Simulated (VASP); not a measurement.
# Ti3P4 (P-43m) in VASP: further runs

The runs below take Ti3P4 through single point, with PBE.

All numbers are computed with VASP 6.6.1; they aren't measurements. Logs are shortened: lines on timing, memory, paths and dates and some standing lists are left out, and cuts for length are marked.

## 1. The cell of the first run

Symmetry: P-43m, No. 215, cubic system. The conventional cell has a = 5.488 Å, b = 5.488 Å, c = 5.488 Å, α = 90.00°, β = 90.00°, γ = 90.00°. Ti (site symmetry -42m) has 4 P at 2.38 Å within 3.1 Å. P (site symmetry 3m) has 3 Ti at 2.38 Å within 3.1 Å.

## 2. Single point, PBE (atoms taken out)

Input file INCAR:

```
ALGO = Normal ; EDIFF = 1E-6
ENCUT = 520 ; GGA = PE
ISIF = 2 ; ISMEAR = 0
LASPH = T ; LCHARG = F
LREAL = F ; LWAVE = F
NBANDS = 37 ; NELM = 60
PREC = Accurate ; SIGMA = 0.1
```

Input file KPOINTS:

```
k-points
0
Gamma
  4 4 4
```

Input file POSCAR:

```
Ti3P4
1.0
    5.4882916600      0.0000000000      0.0000000000
    0.0000000000      5.4882916600      0.0000000000
    0.0000000000      0.0000000000      5.4882916600
Ti P
3 4
Direct
    0.0000000000      0.0000000000      0.5000000000
    0.0000000000      0.5000000000      0.0000000000
    0.5000000000      0.0000000000      0.0000000000
    0.2500000000      0.2500000000      0.2500000000
    0.2500000000      0.7500000000      0.7500000000
    0.7500000000      0.2500000000      0.7500000000
    0.7500000000      0.7500000000      0.2500000000
```

Potentials or basis: VASP PAW PBE potentials, release 64 (Ti_sv, P).

On the command line:

```bash
cat potpaw_PBE.64/Ti_sv/POTCAR potpaw_PBE.64/P/POTCAR > POTCAR
mpirun -np 1 vasp_std > vasp.out
```

OUTCAR:

```text
EDIFF = 1E-6
   ENCUT = 520
   GGA = PE
   ISIF = 2
   ISMEAR = 0
   LASPH = T
   LREAL = F
   NELM = 60
   PREC = Accurate

 ion  position               nearest neighbor table
   1  0.000  0.000  0.500-   4 2.38   5 2.38   6 2.38   7 2.38
   2  0.000  0.500  0.000-   4 2.38   5 2.38   6 2.38   7 2.38
   3  0.500  0.000  0.000-   4 2.38   5 2.38   6 2.38   7 2.38
   4  0.250  0.250  0.250-   1 2.38   2 2.38   3 2.38
   5  0.250  0.750  0.750-   1 2.38   2 2.38   3 2.38
   6  0.750  0.250  0.750-   1 2.38   2 2.38   3 2.38
   7  0.750  0.750  0.250-   1 2.38   2 2.38   3 2.38

  LATTYP: Found a simple cubic cell.
 ALAT       =     5.4882916600

  Lattice vectors:

 A1 = (   5.4882916600,   0.0000000000,   0.0000000000)
 A2 = (   0.0000000000,   5.4882916600,   0.0000000000)
 A3 = (   0.0000000000,   0.0000000000,   5.4882916600)

Analysis of symmetry for initial positions (statically):
=====================================================================
 Subroutine PRICEL returns:
 Original cell was already a primitive cell.

 Routine SETGRP: Setting up the symmetry group for a
 simple cubic supercell.

 Subroutine GETGRP returns: Found 24 space group operations
 (whereof 24 operations were pure point group operations)
 out of a pool of 48 trial point group operations.

The static configuration has the point symmetry T_d .

Analysis of symmetry for dynamics (positions and initial velocities):
=====================================================================
 Subroutine PRICEL returns:
 Original cell was already a primitive cell.

 Routine SETGRP: Setting up the symmetry group for a
 simple cubic supercell.

 Subroutine GETGRP returns: Found 24 space group operations
 (whereof 24 operations were pure point group operations)
 out of a pool of 48 trial point group operations.

The dynamic configuration has the point symmetry T_d .

 Subroutine INISYM returns: Found 24 space group operations
 (whereof 24 operations are pure point group operations),
 and found     1 'primitive' translations

----------------------------------------------------------------------------------------

                                     Primitive cell

  volume of cell :     165.3147

  direct lattice vectors                    reciprocal lattice vectors
     5.488291660  0.000000000  0.000000000     0.182206060  0.000000000  0.000000000
[... 84 lines left out ...]
   NSW    =      0    number of steps for IOM
   IBRION =     -1    ionic relax: 0-MD 1-quasi-New 2-CG
   NFREE  =      0    steps in history (QN), initial steepest desc. (CG)
   ISIF   =      2    stress and relaxation
   ISYM   =      2    0-nonsym 1-usesym 2-fastsym
   POTIM  = 0.5000    time-step for ionic-motion
   TEBEG  =    0.0;   TEEND  =   0.0 temperature during run
   PSTRESS=    0.0 pullay stress
   NELECT =      56.0000    total number of electrons
   NUPDOWN=      -1.0000    fix difference up-down
   EMIN   =  10.00;   EMAX   =-10.00  energy-range for DOS
   EFERMI =   0.00;   METHOD = LEGACY
   ISMEAR =     0;   SIGMA  =   0.10  broadening in eV -4-tet -1-fermi 0-gaus
   EFERMI_NEDOS =   21; number of points for ismear=-14 and -15
   IALGO  =     38    algorithm
   IMIX   =      4    mixing-type and parameters
     AMIX     =   0.40;   BMIX     =  1.00
     AMIX_MAG =   1.60;   BMIX_MAG =  1.00
  volume/ion in A,a.u.               =      23.62       159.37
  Fermi-wavevector in a.u.,A,eV,Ry     =   1.141214  2.156581 17.719803  1.302369
  Thomas-Fermi vector in A             =   2.277914
   LORBIT       =      0    0 simple, 1 ext, 2 COOP (PROOUT), +10 PAW based schemes
   GGA     = PE    functional components
   LHFCALC =     F    Hartree Fock is set to
   AEXX    =    0.0000 exact exchange contribution
   IVDW    =     0    specifies the selected vdW correction
   LEPSILON=     F    determine dielectric tensor
   LRPA    =     F    only Hartree local field effects (RPA)
 non-spin polarized calculation
 Gauss-broadening in eV      SIGMA  =   0.10
  energy-cutoff  :      520.00
  volume of cell :      165.31
 maximum number of plane-waves:      4492
 NGX is ok and might be reduce to    42
   NGX = 21   NGY = 21   NGZ = 21

 number of electron      55.9999995 magnetization

 Free energy of the ion-electron system (eV)
  ---------------------------------------------------
  ext. energy  EPLUGINS =         0.00000000
  ---------------------------------------------------
  free energy    TOTEN  =       -46.97194701 eV

  energy without entropy =      -46.97194130  energy(sigma->0) =      -46.97194415

 E-fermi :   3.8106     XC(G=0):  -9.1895

 val. band max:        3.5487526535   @ k =   0.0000   0.0000   0.0000
 cond. band min:       4.0847513794   @ k =   0.2500   0.0000   0.0000
 fundamental gap:      0.5359987260
 Fermi energy:         3.8105503421

 k-point     1 :       0.0000    0.0000    0.0000
  band No.  band energies     occupation
      1     -53.2581      2.00000
      2     -53.2551      2.00000
      3     -53.2551      2.00000
      4     -29.5720      2.00000
      5     -29.5720      2.00000
      6     -29.5720      2.00000
[... 389 lines left out ...]
     36       6.9183      0.00000
     37       6.9184      0.00000

------------------------ aborting loop because EDIFF is reached ----------------------------------------

  FORCE on cell =-STRESS in cart. coord.  units (eV):
  Direction    XX          YY          ZZ          XY          YZ          ZX
  --------------------------------------------------------------------------------------
  -------------------------------------------------------------------------------------
  Total        0.5361028      0.5361028      0.5361028      0.0000000     -0.0000000      0.0000000
  in kB        5.1957361      5.1957361      5.1957361      0.0000000     -0.0000000      0.0000000
  external PRESSURE =       5.1957361 kB  Pullay stress =       0.0000000 kB

 VOLUME and BASIS-vectors are now :
 -----------------------------------------------------------------------------
  energy-cutoff  :      520.00
  volume of cell :      165.31
      direct lattice vectors                 reciprocal lattice vectors
     5.488291660  0.000000000  0.000000000     0.182206060  0.000000000  0.000000000
     0.000000000  5.488291660  0.000000000     0.000000000  0.182206060  0.000000000
     0.000000000  0.000000000  5.488291660     0.000000000  0.000000000  0.182206060

 POSITION                                       TOTAL-FORCE (eV/Angst)
 -----------------------------------------------------------------------------------
      0.00000      0.00000      2.74415         0.000000     -0.000000      0.000000
      0.00000      2.74415      0.00000         0.000000     -0.000000      0.000000
      2.74415      0.00000      0.00000         0.000000     -0.000000      0.000000
      1.37207      1.37207      1.37207         0.134669      0.134669      0.134669
      1.37207      4.11622      4.11622         0.134669     -0.134669     -0.134669
      4.11622      1.37207      4.11622        -0.134669      0.134669     -0.134669
      4.11622      4.11622      1.37207        -0.134669     -0.134669      0.134669
 -----------------------------------------------------------------------------------
    total drift:                               -0.000000      0.000000     -0.000000

  FREE ENERGIE OF THE ION-ELECTRON SYSTEM (eV)
  ---------------------------------------------------
  free  energy   TOTEN  =       -46.9719470077 eV

  energy  without entropy=      -46.9719413002  energy(sigma->0) =      -46.97194415
```

It took 46 s on 1 thread of Intel Xeon 6975P-C (Granite Rapids), shared host; peak memory 0.26 GiB.

What came out:

| Item | Value |
| --- | --- |
| Free energy | -46.9719 eV |
| Pressure | 0.5 GPa |
| Band gap on the k mesh | 0.54 eV (least direct gap 0.75 eV) |

Levels at points of the mesh, in eV from the valence-band top:
| k point | band 25 | band 26 | band 27 | band 28 | band 29 | band 30 | band 31 | band 32 |
| --- | --- | --- | --- | --- | --- | --- | --- | --- |
| (0.00, 0.00, 0.00) | -0.94 | 0.00 | 0.00 | 0.00 | 0.85 | 0.85 | 0.85 | 1.37 |
| (0.50, 0.00, 0.00) | -1.10 | -1.10 | -0.37 | -0.37 | 0.59 | 1.10 | 1.10 | 1.14 |
| (0.50, 0.50, 0.00) | -1.37 | -1.17 | -0.40 | -0.40 | 0.89 | 1.19 | 1.19 | 1.80 |
| (0.50, 0.50, 0.50) | -1.22 | -0.50 | -0.50 | -0.50 | 1.41 | 1.41 | 1.41 | 1.61 |

Caveat: the cell differs from its parent crystal (atoms taken out); semilocal functionals underestimate gaps, and a narrow one can read as zero. A k mesh can miss the band edges.

## 3. Single point, PBE (atoms taken out)

Input file INCAR:

```
ALGO     = Normal         # electronic algorithm
EDIFF    = 1E-6           # SCF threshold, eV
ENCUT    = 520            # plane-wave cutoff, eV
GGA      = PE             # functional
ISIF     = 2              # what is computed and relaxed
ISMEAR   = 0              # smearing method
LASPH    = True           # aspherical terms in the spheres
LCHARG   = True           # write CHGCAR
LELF     = True           # ELF
LREAL    = False          # projectors in reciprocal space
LVHAR    = True         
LWAVE    = False          # write WAVECAR
NBANDS   = 37             # bands
NELM     = 60             # most SCF steps
PREC     = Accurate       # precision mode
SIGMA    = 0.02           # smearing width, eV
```

Input file KPOINTS:

```
k-points
0
Gamma
  8 8 8
```

Input file POSCAR:

```
Ti3P4
1.0
    5.4031876448      0.0000000000      0.0000000000
    0.0000000000      5.4031876448      0.0000000000
    0.0000000000      0.0000000000      5.4031876448
Ti P
3 4
Direct
    0.0000000000      0.0000000000      0.5000000000
    0.0000000000      0.5000000000      0.0000000000
    0.5000000000      0.0000000000      0.0000000000
    0.2645244219      0.2645244219      0.2645244219
    0.2645244219      0.7354755781      0.7354755781
    0.7354755781      0.2645244219      0.7354755781
    0.7354755781      0.7354755781      0.2645244219
```

Potentials or basis: VASP PAW PBE potentials, release 64 (Ti_sv, P).

On the command line:

```bash
cat potpaw_PBE.64/Ti_sv/POTCAR potpaw_PBE.64/P/POTCAR > POTCAR
mpirun -np 1 vasp_std > vasp.out
```

Wall time 1.8 min (1 thread of Intel Xeon 6975P-C (Granite Rapids), shared host); peak memory 0.33 GiB.

The run converged. Its results:

```
Free energy            : -47.0298 eV
Pressure               : 0.0 GPa
Largest force          : 0.008 eV/Å
Band gap on the k mesh : 0.68 eV (least direct gap 0.80 eV)
```

Forces in eV/Å, atoms in the order of the input:
```
Ti   0.000  0.000  0.000
Ti   0.000  0.000  0.000
Ti   0.000  0.000  0.000
P    0.005  0.005  0.005
P    0.005 -0.005 -0.005
P   -0.005  0.005 -0.005
P   -0.005 -0.005  0.005
```

Levels at points of the mesh, in eV from the valence-band top:
```csv
k point,band 25,band 26,band 27,band 28,band 29,band 30,band 31,band 32
"(0.00, 0.00, 0.00)",-0.60,-0.18,-0.18,-0.18,1.21,1.21,1.21,1.51
"(0.50, 0.00, 0.00)",-0.80,-0.80,-0.28,-0.28,0.71,1.17,1.17,1.21
"(0.50, 0.50, 0.00)",-1.05,-0.79,-0.13,-0.13,1.06,1.40,1.40,1.82
"(0.50, 0.50, 0.50)",-1.09,-0.33,-0.33,-0.33,1.67,1.67,1.67,1.75
```

Caveat: the cell differs from its parent crystal (atoms taken out); semilocal functionals underestimate gaps, and a narrow one can read as zero. A k mesh can miss the band edges.
